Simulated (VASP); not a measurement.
# Li (P4_2/mbc) in VASP: further runs

Runs on Li. Level: PBE. Tasks: single point, relaxation of cell and atoms.

All numbers are computed with VASP 6.6.1; they aren't measurements. Logs are shortened: lines on timing, memory, paths and dates and some standing lists are left out, and cuts for length are marked.

## (1) The cell of the first run

The structure is tetragonal, space group P4_2/mbc (No. 135). Conventional cell: a = 5.794 Å, b = 5.794 Å, c = 5.017 Å, α = 90.00°, β = 90.00°, γ = 90.00°. Within 3.8 Å of Li (site symmetry m) lie 14 Li at 2.90 to 3.64 Å.

## (2) Single point, PBE

Input file INCAR:

```
SYSTEM = Li
PREC     = Accurate       ! precision mode
ENCUT    = 520            ! plane-wave cutoff, eV
EDIFF    = 1E-7           ! SCF threshold, eV
ISMEAR   = 0              ! smearing method
SIGMA    = 0.1            ! smearing width, eV
LREAL    = .FALSE.        ! projectors in reciprocal space
LASPH    = .TRUE.         ! aspherical terms in the spheres
NELM     = 60             ! most SCF steps
ALGO     = Fast           ! electronic algorithm
ISIF     = 2              ! what is computed and relaxed
LWAVE    = .FALSE.        ! write WAVECAR
LCHARG   = .TRUE.         ! write CHGCAR
GGA      = PE             ! functional
LELF     = .TRUE.         ! ELF
LVHAR    = .TRUE.       
NBANDS   = 22             ! bands
```

Input file KPOINTS:

```
regular mesh
0
G
  4 4 4
  0 0 0
```

Input file POSCAR:

```
Li
1.0
    5.7940099100      0.0000000000      0.0000000000
    0.0000000000      5.7940099100      0.0000000000
    0.0000000000      0.0000000000      5.0174924500
Li
8
Direct
    0.4401390300      0.7462757800      0.0000000000
    0.5598609700      0.2537242200      0.0000000000
    0.7462757800      0.5598609700      0.5000000000
    0.2537242200      0.4401390300      0.5000000000
    0.9401390300      0.7537242200      0.0000000000
    0.0598609700      0.2462757800      0.0000000000
    0.7537242200      0.0598609700      0.5000000000
    0.2462757800      0.9401390300      0.5000000000
```

Potentials or basis: VASP PAW PBE potentials, release 64 (Li_sv).

The run is started by

```
$ cat potpaw_PBE.64/Li_sv/POTCAR > POTCAR
$ mpirun -np 1 vasp_std > vasp.out
```

OUTCAR:

```text
SYSTEM = Li
   PREC = Accurate
   ENCUT = 520
   EDIFF = 1E-7
   ISMEAR = 0
   LREAL = .FALSE.
   LASPH = .TRUE.
   NELM = 60
   ISIF = 2
   GGA = PE

 ion  position               nearest neighbor table
   1  0.440  0.746  0.000-
   2  0.560  0.254  0.000-
   3  0.746  0.560  0.500-
   4  0.254  0.440  0.500-
   5  0.940  0.754  0.000-
   6  0.060  0.246  0.000-
   7  0.754  0.060  0.500-
   8  0.246  0.940  0.500-

  LATTYP: Found a simple tetragonal cell.
 ALAT       =     5.7940099100
 C/A-ratio  =     0.8659792662

  Lattice vectors:

 A1 = (   5.7940099100,   0.0000000000,   0.0000000000)
 A2 = (   0.0000000000,   5.7940099100,   0.0000000000)
 A3 = (   0.0000000000,   0.0000000000,   5.0174924500)

Analysis of symmetry for initial positions (statically):
=====================================================================
 Subroutine PRICEL returns:
 Original cell was already a primitive cell.

 Routine SETGRP: Setting up the symmetry group for a
 simple tetragonal supercell.

 Subroutine GETGRP returns: Found 16 space group operations
 (whereof  4 operations were pure point group operations)
 out of a pool of 16 trial point group operations.

The static configuration has the point symmetry C_2h.
 The point group associated with its full space group is D_4h.

Analysis of symmetry for dynamics (positions and initial velocities):
=====================================================================
 Subroutine PRICEL returns:
 Original cell was already a primitive cell.

 Routine SETGRP: Setting up the symmetry group for a
 simple tetragonal supercell.

 Subroutine GETGRP returns: Found 16 space group operations
 (whereof  4 operations were pure point group operations)
 out of a pool of 16 trial point group operations.

The dynamic configuration has the point symmetry C_2h.
 The point group associated with its full space group is D_4h.

 Subroutine INISYM returns: Found 16 space group operations
 (whereof  4 operations are pure point group operations),
 and found     1 'primitive' translations

----------------------------------------------------------------------------------------

                                     Primitive cell

  volume of cell :     168.4400

  direct lattice vectors                    reciprocal lattice vectors
     5.794009910  0.000000000  0.000000000     0.172592042  0.000000000  0.000000000
     0.000000000  5.794009910  0.000000000     0.000000000  0.172592042  0.000000000
     0.000000000  0.000000000  5.017492450     0.000000000  0.000000000  0.199302741

  length of vectors
     5.794009910  5.794009910  5.017492450     0.172592042  0.172592042  0.199302741

  position of ions in fractional coordinates (direct lattice)
     0.440139030  0.746275780  0.000000000
     0.559860970  0.253724220  0.000000000
     0.746275780  0.559860970  0.500000000
     0.253724220  0.440139030  0.500000000
     0.940139030  0.753724220  0.000000000
     0.059860970  0.246275780  0.000000000
     0.753724220  0.059860970  0.500000000
     0.246275780  0.940139030  0.500000000

  ion indices of the primitive-cell ions
   primitive index   ion index
                 1           1
                 2           2
                 3           3
                 4           4
                 5           5
                 6           6
                 7           7
                 8           8

----------------------------------------------------------------------------------------

 KPOINTS: regular mesh

Automatic generation of k-mesh.
 Grid dimensions read from file:
 generate k-points for:    4    4    4

 Generating k-lattice:

  Cartesian coordinates                     Fractional coordinates (reciprocal lattice)
     0.043148010  0.000000000  0.000000000     0.250000000  0.000000000  0.000000000
     0.000000000  0.043148010  0.000000000     0.000000000  0.250000000  0.000000000
     0.000000000  0.000000000  0.049825685     0.000000000  0.000000000  0.250000000

  Length of vectors
     0.043148010  0.043148010  0.049825685

  Shift w.r.t. Gamma in fractional coordinates (k-lattice)
     0.000000000  0.000000000  0.000000000

 Subroutine IBZKPT returns following result:
 ===========================================

 Found     18 irreducible k-points:

 Following reciprocal coordinates:
            Coordinates               Weight
  0.000000  0.000000  0.000000      1.000000
  0.250000  0.000000  0.000000      4.000000
  0.500000  0.000000  0.000000      2.000000
  0.250000  0.250000  0.000000      4.000000
  0.500000  0.250000  0.000000      4.000000
  0.500000  0.500000  0.000000      1.000000
[... 10 lines left out ...]
  0.500000  0.250000  0.500000      4.000000
  0.500000  0.500000  0.500000      1.000000
   k-points           NKPTS =     18   k-points in BZ     NKDIM =     18   number of bands    NBANDS=     22
   number of dos      NEDOS =    301   number of ions     NIONS =      8
   total plane-waves  NPLWV =  92160
   dimension x,y,z NGX =    48 NGY =   48 NGZ =   40
   dimension x,y,z NGXF=    96 NGYF=   96 NGZF=   80
   ions per type =               8
   NGX,Y,Z   is equivalent  to a cutoff of  13.77, 13.77, 13.25 a.u.
   NGXF,Y,Z  is equivalent  to a cutoff of  27.55, 27.55, 26.51 a.u.
 SYSTEM =  Li
   PREC   = accura    normal or accurate (medium, high low for compatibility)
   ISTART =      0    job   : 0-new  1-cont  2-samecut
   ICHARG =      2    charge: 1-file 2-atom 10-const
   ISPIN  =      1    spin polarized calculation?
   LNONCOLLINEAR =      F non collinear calculations
   LSORBIT =      F    spin-orbit coupling
   LASPH  =      T    aspherical Exc in radial PAW
   ENCUT  =  520.0 eV  38.22 Ry    6.18 a.u.  10.77 10.77  9.33*2*pi/ulx,y,z
   NELM   =     60;   NELMIN=  2; NELMDL= -5     # of ELM steps
   EDIFF  = 0.1E-06   stopping-criterion for ELM
   LREAL  =      F    real-space projection
   EDIFFG = 0.1E-05   stopping-criterion for IOM
   NSW    =      0    number of steps for IOM
   IBRION =     -1    ionic relax: 0-MD 1-quasi-New 2-CG
   NFREE  =      0    steps in history (QN), initial steepest desc. (CG)
   ISIF   =      2    stress and relaxation
   ISYM   =      2    0-nonsym 1-usesym 2-fastsym
   POTIM  = 0.5000    time-step for ionic-motion
   TEBEG  =    0.0;   TEEND  =   0.0 temperature during run
   PSTRESS=    0.0 pullay stress
   NELECT =      24.0000    total number of electrons
   NUPDOWN=      -1.0000    fix difference up-down
   EMIN   =  10.00;   EMAX   =-10.00  energy-range for DOS
   EFERMI =   0.00;   METHOD = LEGACY
   ISMEAR =     0;   SIGMA  =   0.10  broadening in eV -4-tet -1-fermi 0-gaus
   EFERMI_NEDOS =   21; number of points for ismear=-14 and -15
   IALGO  =     68    algorithm
   IMIX   =      4    mixing-type and parameters
     AMIX     =   0.40;   BMIX     =  1.00
     AMIX_MAG =   1.60;   BMIX_MAG =  1.00
  volume/ion in A,a.u.               =      21.05       142.09
  Fermi-wavevector in a.u.,A,eV,Ry     =   0.855061  1.615830  9.947607  0.731128
  Thomas-Fermi vector in A             =   1.971752
   LORBIT       =      0    0 simple, 1 ext, 2 COOP (PROOUT), +10 PAW based schemes
   GGA     = PE    functional components
   LHFCALC =     F    Hartree Fock is set to
   AEXX    =    0.0000 exact exchange contribution
   IVDW    =     0    specifies the selected vdW correction
   LEPSILON=     F    determine dielectric tensor
   LRPA    =     F    only Hartree local field effects (RPA)
 non-spin polarized calculation
 RMM-DIIS sequential band-by-band and
 Gauss-broadening in eV      SIGMA  =   0.10
  energy-cutoff  :      520.00
  volume of cell :      168.44
 maximum number of plane-waves:      4560
 NGX is ok and might be reduce to    48
   NGX = 21   NGY = 21   NGZ = 19

 number of electron      24.0000042 magnetization

 Free energy of the ion-electron system (eV)
  ---------------------------------------------------
  ext. energy  EPLUGINS =         0.00000000
  ---------------------------------------------------
  free energy    TOTEN  =       -15.10350022 eV

  energy without entropy =      -15.07778731  energy(sigma->0) =      -15.09064377

 E-fermi :   0.5610     XC(G=0):  -6.9519

 val. band max:        0.4398791995   @ k =   0.0000   0.0000   0.0000
 cond. band min:       0.5640099435   @ k =   0.0000   0.0000   0.2500
 fundamental gap:      0.1241307440
 Fermi energy:         0.5610285602

 k-point     1 :       0.0000    0.0000    0.0000
  band No.  band energies     occupation
      1     -46.1054      2.00000
      2     -46.0905      2.00000
      3     -46.0903      2.00000
      4     -46.0903      2.00000
      5     -46.0880      2.00000
      6     -46.0846      2.00000
[... 14 lines left out ...]
     21       5.1922      0.00000
     22       5.4312      0.00000

 k-point     2 :       0.2500    0.0000    0.0000
  band No.  band energies     occupation
      1     -46.1033      2.00000
      2     -46.0930      2.00000
      3     -46.0903      2.00000
      4     -46.0881      2.00000
      5     -46.0879      2.00000
      6     -46.0840      2.00000
[... 14 lines left out ...]
     21       5.4113      0.00000
     22       6.4636      0.00000

 k-point     3 :       0.5000    0.0000    0.0000
  band No.  band energies     occupation
      1     -46.0984      2.00000
      2     -46.0984      2.00000
      3     -46.0889      2.00000
      4     -46.0889      2.00000
      5     -46.0846      2.00000
      6     -46.0846      2.00000
[... 14 lines left out ...]
     21       5.8079      0.00000
     22       5.8082      0.00000
[... 326 lines left out ...]
 k-point    17 :       0.5000    0.2500    0.5000
  band No.  band energies     occupation
      1     -46.0920      2.00000
      2     -46.0920      2.00000
      3     -46.0910      2.00000
      4     -46.0910      2.00000
      5     -46.0851      2.00000
      6     -46.0851      2.00000
[... 14 lines left out ...]
     21       6.8544      0.00000
     22       6.8723      0.00000

 k-point    18 :       0.5000    0.5000    0.5000
  band No.  band energies     occupation
      1     -46.0887      2.00000
      2     -46.0887      2.00000
      3     -46.0887      2.00000
      4     -46.0887      2.00000
      5     -46.0874      2.00000
      6     -46.0874      2.00000
[... 14 lines left out ...]
     21       6.7254      0.00000
     22       6.7260      0.00000

------------------------ aborting loop because EDIFF is reached ----------------------------------------

  FORCE on cell =-STRESS in cart. coord.  units (eV):
  Direction    XX          YY          ZZ          XY          YZ          ZX
  --------------------------------------------------------------------------------------
  -------------------------------------------------------------------------------------
  Total       -0.4761740     -0.4761740     -0.7654150      0.0000000      0.0000000      0.0000000
  in kB       -4.5292999     -4.5292999     -7.2805188      0.0000000      0.0000000      0.0000000
  external PRESSURE =      -5.4463729 kB  Pullay stress =       0.0000000 kB

 VOLUME and BASIS-vectors are now :
 -----------------------------------------------------------------------------
  energy-cutoff  :      520.00
  volume of cell :      168.44
      direct lattice vectors                 reciprocal lattice vectors
     5.794009910  0.000000000  0.000000000     0.172592042  0.000000000  0.000000000
     0.000000000  5.794009910  0.000000000     0.000000000  0.172592042  0.000000000
     0.000000000  0.000000000  5.017492450     0.000000000  0.000000000  0.199302741

 POSITION                                       TOTAL-FORCE (eV/Angst)
 -----------------------------------------------------------------------------------
      2.55017      4.32393      0.00000         0.027763      0.011961      0.000000
      3.24384      1.47008      0.00000        -0.027763     -0.011961     -0.000000
      4.32393      3.24384      2.50875         0.011961     -0.027763      0.000000
      1.47008      2.55017      2.50875        -0.011961      0.027763      0.000000
      5.44717      4.36709      0.00000         0.027763     -0.011961      0.000000
      0.34684      1.42692      0.00000        -0.027763      0.011961     -0.000000
      4.36709      0.34684      2.50875        -0.011961     -0.027763     -0.000000
      1.42692      5.44717      2.50875         0.011961      0.027763     -0.000000
 -----------------------------------------------------------------------------------
    total drift:                               -0.000000      0.000000      0.000000

  FREE ENERGIE OF THE ION-ELECTRON SYSTEM (eV)
  ---------------------------------------------------
  free  energy   TOTEN  =       -15.1035002205 eV

  energy  without entropy=      -15.0777873115  energy(sigma->0) =      -15.09064377
```

It took 85 s on 1 thread of Intel Xeon Platinum 8488C (Sapphire Rapids), shared host; peak memory 0.28 GiB.

What came out:

```yaml
Free_energy: -15.1035 eV
Largest_force: 0.030 eV/Å
Band_gap_on_the_k_mesh: zero (band 12 reaches 0.89 eV, above the bottom of band 13 at -0.14 eV)
```

Forces in eV/Å, atoms in the order of the input:
```
Li   0.028  0.012  0.000
Li  -0.028 -0.012  0.000
Li   0.012 -0.028  0.000
Li  -0.012  0.028  0.000
Li   0.028 -0.012  0.000
Li  -0.028  0.012  0.000
Li  -0.012 -0.028  0.000
Li   0.012  0.028  0.000
```

Caveat: the cutoff is under 1.25 times the usual one of these potentials, so pressure, stress and relaxed cells hold a basis-set (Pulay) error.

## (3) Relaxation of cell and atoms, PBE

Input file INCAR:

```
SYSTEM = Li
PREC = Accurate ; ENCUT = 600
EDIFF = 1E-7 ; ISMEAR = 0
SIGMA = 0.1 ; LREAL = .False.
LASPH = .True. ; NELM = 100
ALGO = Normal ; ISIF = 3
LWAVE = .False. ; LCHARG = .False.
GGA = PE ; IBRION = 2
NSW = 100 ; EDIFFG = -0.01
```

Input file KPOINTS:

```
regular mesh
0
Gamma
  8 8 8
  0 0 0
```

POSCAR is that of step 2.

Potentials or basis: VASP PAW PBE potentials, release 64 (Li_sv).

The run is started by

```
$ cat potpaw_PBE.64/Li_sv/POTCAR > POTCAR
$ mpirun -np 1 vasp_std > vasp.out
```

Run time: 24 min. Hardware: 1 thread of Intel Xeon 6975P-C (Granite Rapids), shared host; peak memory 0.41 GiB.

The run converged. Its results:

| Property | Result |
| --- | --- |
| Free energy | -15.2685 eV |
| Relaxed volume | 20.04 Å³/atom |
| Relaxed cell | a = 6.080 Å, b = 6.080 Å, c = 4.337 Å, α = 90.00°, β = 90.00°, γ = 90.00° |
| Space group after relaxing (to 0.05 Å) | Fm-3m (No. 225) |
| Energy gained by relaxing | 19.4 meV/atom |
| Ionic steps | 17 |
| Pressure after relaxing | 0.0 GPa |
| Largest force after relaxing | 0.010 eV/Å |
| Band gap on the k mesh | zero (band 12 reaches 1.14 eV, above the bottom of band 13 at 0.09 eV) |

Forces in eV/Å, atoms in the order of the input:
```
Li  -0.003  0.010  0.000
Li   0.003 -0.010  0.000
Li   0.010  0.003  0.000
Li  -0.010 -0.003  0.000
Li  -0.003 -0.010  0.000
Li   0.003  0.010  0.000
Li  -0.010  0.003  0.000
Li   0.010 -0.003  0.000
```

Stress tensor (GPa, compression positive):
```
 0.05  0.00  0.00
 0.00  0.05  0.00
 0.00  0.00 -0.05
```

The path:
```
step  energy change (eV)  largest force (eV/Å)  pressure (GPa)  volume (Å³)
   1              0.0000                0.0281           -0.58       168.44
   2             -0.0086                0.0304           -0.45       166.58
   3             -0.0241                0.0386           -0.04       161.09
   4             -0.0257                0.0430            0.18       158.53
   5             -0.0295                0.0465            0.17       158.70
   6             -0.0399                0.0574            0.12       159.18
   7             -0.0538                0.0791            0.06       160.00
   8             -0.0606                0.0755            0.01       160.52
   9             -0.0783                0.0665           -0.12       162.08
  10             -0.1033                0.0636           -0.36       165.20
  11             -0.1115                0.0888           -0.79       171.42
  12             -0.1154                0.0776           -0.62       168.86
  13             -0.1213                0.0761           -0.59       168.27
  14             -0.1360                0.0696           -0.46       166.47
  15             -0.1483                0.0533           -0.19       162.88
  16             -0.1510                0.0432           -0.14       162.24
  17             -0.1551                0.0100            0.02       160.35
```

Final structure:
```
Li
1.0
     6.08041    0.00000    0.00000
     0.00000    6.08041    0.00000
     0.00000    0.00000    4.33702
Li
8
Direct
  0.50099 0.74951 0.00000
  0.49901 0.25049 0.00000
  0.74951 0.49901 0.50000
  0.25049 0.50099 0.50000
  0.00099 0.75049 0.00000
  0.99901 0.24951 0.00000
  0.75049 0.99901 0.50000
  0.24951 0.00099 0.50000
```

Levels at points of the mesh, in eV from the Fermi level:
```tsv
k point	band 9	band 10	band 11	band 12	band 13	band 14	band 15	band 16
(0.00, 0.00, 0.00)	-3.56	-0.53	-0.53	-0.53	-0.53	1.48	1.59	1.59
(0.50, 0.00, 0.00)	-2.81	-2.81	0.23	0.23	0.25	0.25	2.48	2.48
(0.50, 0.50, 0.00)	-2.04	-2.04	-2.04	-2.04	3.46	3.46	3.48	3.48
(0.00, 0.00, 0.50)	-2.07	-2.07	0.00	0.00	0.00	0.00	2.98	2.98
(0.50, 0.00, 0.50)	-1.34	-1.34	-1.34	-1.34	0.99	0.99	0.99	0.99
(0.50, 0.50, 0.50)	-0.55	-0.55	-0.55	-0.55	-0.55	-0.55	-0.55	-0.55
```

Caveat: the cutoff is under 1.25 times the usual one of these potentials, so pressure, stress and relaxed cells hold a basis-set (Pulay) error.
